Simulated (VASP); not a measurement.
# CdSe (P6_3mc) in VASP: relaxation of shape and atoms at fixed volume with PBEsol

Aim: the relaxation of shape and atoms at fixed volume of CdSe with PBEsol.

All numbers are computed with VASP 6.6.1; they aren't measurements. Logs are shortened: lines on timing, memory, paths and dates and some standing lists are left out, and cuts for length are marked.

### 1 The cell of the first run

The structure is hexagonal, space group P6_3mc (No. 186). Conventional cell: a = 4.358 Å, b = 4.358 Å, c = 7.115 Å, α = 90.00°, β = 90.00°, γ = 120.00°. Within 3.5 Å of Cd (site symmetry 3m) lie 4 Se at 2.67 Å. Within 3.5 Å of Se (site symmetry 3m) lie 4 Cd at 2.67 Å.

### 2 Relaxation of shape and atoms at fixed volume, PBEsol (29.25 Å³/atom)

Input file INCAR:

```
SYSTEM = CdSe
  PREC = Accurate
  ENCUT = 600
  EDIFF = 1E-6
  ISMEAR = 0
  SIGMA = 0.05
  LREAL = .FALSE.
  LASPH = .TRUE.
  NELM = 100
  ALGO = Normal
  ISIF = 4
  LWAVE = .FALSE.
  LCHARG = .FALSE.
  GGA = PS
  IBRION = 2
  NSW = 60
  EDIFFG = -0.01
```

Input file KPOINTS:

```
Automatic mesh
0
G
  10 10 6
  0 0 0
```

Input file POSCAR:

```
CdSe
1.0
    4.3575573999      0.0000000000      0.0000000000
   -2.1787786999      3.7737554068      0.0000000000
    0.0000000000      0.0000000000      7.1146569975
Cd Se
2 2
Direct
    0.3333333333      0.6666666667      0.0046962241
    0.6666666667      0.3333333333      0.5046962241
    0.3333333333      0.6666666667      0.3803037759
    0.6666666667      0.3333333333      0.8803037759
```

Potentials or basis: VASP PAW PBE potentials, release 64 (Cd, Se).

On the command line:

```bash
cat potpaw_PBE.64/Cd/POTCAR potpaw_PBE.64/Se/POTCAR > POTCAR
mpirun -np 1 vasp_std > vasp.out
```

OUTCAR:

```text
SYSTEM = CdSe
   PREC = Accurate
   ENCUT = 600
   EDIFF = 1E-6
   ISMEAR = 0
   LREAL = .FALSE.
   LASPH = .TRUE.
   NELM = 100
   ISIF = 4
   GGA = PS
   IBRION = 2
   NSW = 60
   EDIFFG = -0.01

 ion  position               nearest neighbor table
   1  0.333  0.667  0.005-   4 2.67   4 2.67   4 2.67   3 2.67
   2  0.667  0.333  0.505-   3 2.67   3 2.67   3 2.67   4 2.67
   3  0.333  0.667  0.380-   2 2.67   2 2.67   2 2.67   1 2.67
   4  0.667  0.333  0.880-   1 2.67   1 2.67   1 2.67   2 2.67

  LATTYP: Found a hexagonal cell.
 ALAT       =     4.3575573999
 C/A-ratio  =     1.6327167595

  Lattice vectors:

 A1 = (   4.3575573999,   0.0000000000,   0.0000000000)
 A2 = (  -2.1787786999,   3.7737554068,   0.0000000000)
 A3 = (   0.0000000000,   0.0000000000,   7.1146569975)

Analysis of symmetry for initial positions (statically):
=====================================================================
 Subroutine PRICEL returns:
 Original cell was already a primitive cell.

 Routine SETGRP: Setting up the symmetry group for a
 hexagonal supercell.

 Subroutine GETGRP returns: Found 12 space group operations
 (whereof  6 operations were pure point group operations)
 out of a pool of 24 trial point group operations.

The static configuration has the point symmetry C_3v.
 The point group associated with its full space group is C_6v.

Analysis of symmetry for dynamics (positions and initial velocities):
=====================================================================
 Subroutine PRICEL returns:
 Original cell was already a primitive cell.

 Routine SETGRP: Setting up the symmetry group for a
 hexagonal supercell.

 Subroutine GETGRP returns: Found 12 space group operations
 (whereof  6 operations were pure point group operations)
 out of a pool of 24 trial point group operations.

The dynamic configuration has the point symmetry C_3v.
 The point group associated with its full space group is C_6v.

 Subroutine INISYM returns: Found 12 space group operations
 (whereof  6 operations are pure point group operations),
 and found     1 'primitive' translations

----------------------------------------------------------------------------------------

                                     Primitive cell

  volume of cell :     116.9960

[... 85 lines left out ...]
   ICHARG =      2    charge: 1-file 2-atom 10-const
   ISPIN  =      1    spin polarized calculation?
   LNONCOLLINEAR =      F non collinear calculations
   LSORBIT =      F    spin-orbit coupling
   LASPH  =      T    aspherical Exc in radial PAW
   ENCUT  =  600.0 eV  44.10 Ry    6.64 a.u.   8.70  8.70 14.21*2*pi/ulx,y,z
   NELM   =    100;   NELMIN=  2; NELMDL= -5     # of ELM steps
   EDIFF  = 0.1E-05   stopping-criterion for ELM
   LREAL  =      F    real-space projection
   EDIFFG = -.1E-01   stopping-criterion for IOM
   NSW    =     60    number of steps for IOM
   IBRION =      2    ionic relax: 0-MD 1-quasi-New 2-CG
   NFREE  =      1    steps in history (QN), initial steepest desc. (CG)
   ISIF   =      4    stress and relaxation
   ISYM   =      2    0-nonsym 1-usesym 2-fastsym
   POTIM  = 0.5000    time-step for ionic-motion
   TEBEG  =    0.0;   TEEND  =   0.0 temperature during run
   PSTRESS=    0.0 pullay stress
   NELECT =      36.0000    total number of electrons
   NUPDOWN=      -1.0000    fix difference up-down
   EMIN   =  10.00;   EMAX   =-10.00  energy-range for DOS
   EFERMI =   0.00;   METHOD = LEGACY
   ISMEAR =     0;   SIGMA  =   0.05  broadening in eV -4-tet -1-fermi 0-gaus
   EFERMI_NEDOS =   21; number of points for ismear=-14 and -15
   IALGO  =     38    algorithm
   IMIX   =      4    mixing-type and parameters
     AMIX     =   0.40;   BMIX     =  1.00
     AMIX_MAG =   1.60;   BMIX_MAG =  1.00
  volume/ion in A,a.u.               =      29.25       197.38
  Fermi-wavevector in a.u.,A,eV,Ry     =   1.105228  2.088579 16.619923  1.221530
  Thomas-Fermi vector in A             =   2.241713
   LORBIT       =      0    0 simple, 1 ext, 2 COOP (PROOUT), +10 PAW based schemes
   GGA     = PS    functional components
   LHFCALC =     F    Hartree Fock is set to
   AEXX    =    0.0000 exact exchange contribution
   IVDW    =     0    specifies the selected vdW correction
   LEPSILON=     F    determine dielectric tensor
   LRPA    =     F    only Hartree local field effects (RPA)
 conjugate gradient relaxation of ions
 non-spin polarized calculation
 Gauss-broadening in eV      SIGMA  =   0.05
  energy-cutoff  :      600.00
  volume of cell :      117.00
 maximum number of plane-waves:      3935
 NGX is ok and might be reduce to    36
   NGX = 17   NGY = 17   NGZ = 29

 number of electron      36.0000003 magnetization

 Free energy of the ion-electron system (eV)
  ---------------------------------------------------
  ext. energy  EPLUGINS =         0.00000000
  ---------------------------------------------------
  free energy    TOTEN  =       -12.33435479 eV

  energy without entropy =      -12.33435479  energy(sigma->0) =      -12.33435479

 E-fermi :   0.7413     XC(G=0):  -8.9142

 val. band max:        0.5151432632   @ k =   0.0000   0.0000   0.0000
 cond. band min:       0.9728890351   @ k =   0.0000   0.0000   0.0000
 fundamental gap:      0.4577457719
 Fermi energy:         0.7412877044

 k-point     1 :       0.0000    0.0000    0.0000
  band No.  band energies     occupation
      1     -11.9034      2.00000
      2     -11.5529      2.00000
      3      -7.2676      2.00000
      4      -7.2611      2.00000
      5      -7.2611      2.00000
      6      -7.1996      2.00000
[... 589 lines left out ...]
     21       5.4306      0.00000
     22       5.9237      0.00000

 [... further k-points ...]
[... 5 lines left out ...]
  --------------------------------------------------------------------------------------
  -------------------------------------------------------------------------------------
  Total       -1.1651713     -1.1651713     -1.1724403     -0.0000000      0.0000000      0.0000000
  in kB      -15.9562017    -15.9562017    -16.0557454     -0.0000000      0.0000000      0.0000000
  external PRESSURE =     -15.9893830 kB  Pullay stress =       0.0000000 kB

 VOLUME and BASIS-vectors are now :
 -----------------------------------------------------------------------------
  energy-cutoff  :      600.00
  volume of cell :      117.00
      direct lattice vectors                 reciprocal lattice vectors
     4.357557400  0.000000000  0.000000000     0.229486363  0.132494014  0.000000000
    -2.178778700  3.773755407  0.000000000     0.000000000  0.264988027  0.000000000
     0.000000000  0.000000000  7.114656998     0.000000000  0.000000000  0.140554914

 POSITION                                       TOTAL-FORCE (eV/Angst)
 -----------------------------------------------------------------------------------
     -0.00000      2.51584      0.03341         0.000000     -0.000000     -0.003601
      2.17878      1.25792      3.59074        -0.000000      0.000000     -0.003601
     -0.00000      2.51584      2.70573         0.000000     -0.000000      0.003601
      2.17878      1.25792      6.26306        -0.000000     -0.000000      0.003601
 -----------------------------------------------------------------------------------
    total drift:                               -0.000000      0.000000     -0.000442

  FREE ENERGIE OF THE ION-ELECTRON SYSTEM (eV)
  ---------------------------------------------------
  free  energy   TOTEN  =       -12.3343547927 eV

  energy  without entropy=      -12.3343547927  energy(sigma->0) =      -12.33435479

 reached required accuracy - stopping structural energy minimisation
```

OSZICAR:

```text
N       E                     dE             d eps       ncg     rms          rms(c)
DAV:   1     0.259309604735E+03    0.25931E+03   -0.18466E+04  2464   0.164E+03
DAV:   2     0.201464799485E+01   -0.25729E+03   -0.25067E+03  2704   0.364E+02
DAV:   3    -0.129504661689E+02   -0.14965E+02   -0.14908E+02  2944   0.860E+01
DAV:   4    -0.131005670626E+02   -0.15010E+00   -0.15001E+00  2710   0.835E+00
DAV:   5    -0.131017977624E+02   -0.12307E-02   -0.12306E-02  2986   0.715E-01    0.771E+00
DAV:   6    -0.123728477363E+02    0.72895E+00   -0.17520E+00  3118   0.139E+01    0.623E+00
DAV:   7    -0.123386060622E+02    0.34242E-01   -0.50409E-01  2722   0.406E+00    0.282E+00
DAV:   8    -0.123351684899E+02    0.34376E-02   -0.57404E-02  2698   0.276E+00    0.336E-01
DAV:   9    -0.123342584315E+02    0.91006E-03   -0.10135E-02  2806   0.129E+00    0.109E-01
DAV:  10    -0.123342993446E+02   -0.40913E-04   -0.89052E-04  2700   0.349E-01    0.679E-02
DAV:  11    -0.123343831128E+02   -0.83768E-04   -0.25977E-04  2776   0.120E-01    0.235E-02
DAV:  12    -0.123343526852E+02    0.30428E-04   -0.13207E-04  2932   0.113E-01    0.680E-03
DAV:  13    -0.123343550242E+02   -0.23390E-05   -0.15916E-05  2710   0.225E-02    0.432E-03
DAV:  14    -0.123343547927E+02    0.23158E-06   -0.14669E-06  1972   0.973E-03
   1 F= -.12334355E+02 E0= -.12334355E+02  d E =-.123344E+02
```

It took 2.7 min on 1 thread of Intel Xeon 8259CL, shared host; peak memory 0.36 GiB.

Results:

```yaml
Free_energy: -12.3344 eV
Pressure_after_relaxing: -1.6 GPa
Largest_force_after_relaxing: 0.004 eV/Å
Band_gap_on_the_k_mesh: 0.46 eV
```

Forces in eV/Å, atoms in the order of the input:
```
Cd   0.000  0.000 -0.004
Cd   0.000  0.000 -0.004
Se   0.000  0.000  0.004
Se   0.000  0.000  0.004
```

Final structure:
```
Cd Se
1.0
     4.35756    0.00000    0.00000
    -2.17878    3.77376    0.00000
     0.00000    0.00000    7.11466
Cd Se
2 2
Direct
  0.33333 0.66667 0.00470
  0.66667 0.33333 0.50470
  0.33333 0.66667 0.38030
  0.66667 0.33333 0.88030
```

Levels at points of the mesh, in eV from the valence-band top:
```
           k point  band 14  band 15  band 16  band 17  band 18  band 19  band 20  band 21  band 22
(0.00, 0.00, 0.00)    -0.72    -0.72    -0.05     0.00     0.00     0.46     2.06     5.78     5.78
(0.50, 0.00, 0.00)    -3.54    -2.54    -1.75    -1.27    -0.71     3.05     3.23     4.67     5.91
(0.00, 0.00, 0.50)    -2.62    -0.38    -0.38    -0.38    -0.38     2.20     2.20     5.68     5.68
(0.50, 0.00, 0.50)    -4.07    -1.30    -1.30    -1.27    -1.27     2.80     2.80     4.74     4.74
```

Caveat: the relaxation stopped at its first step, so nothing moved; semilocal functionals underestimate gaps, and a narrow one can read as zero; the PAW data sets were made with another functional, which shifts forces and pressure a little.
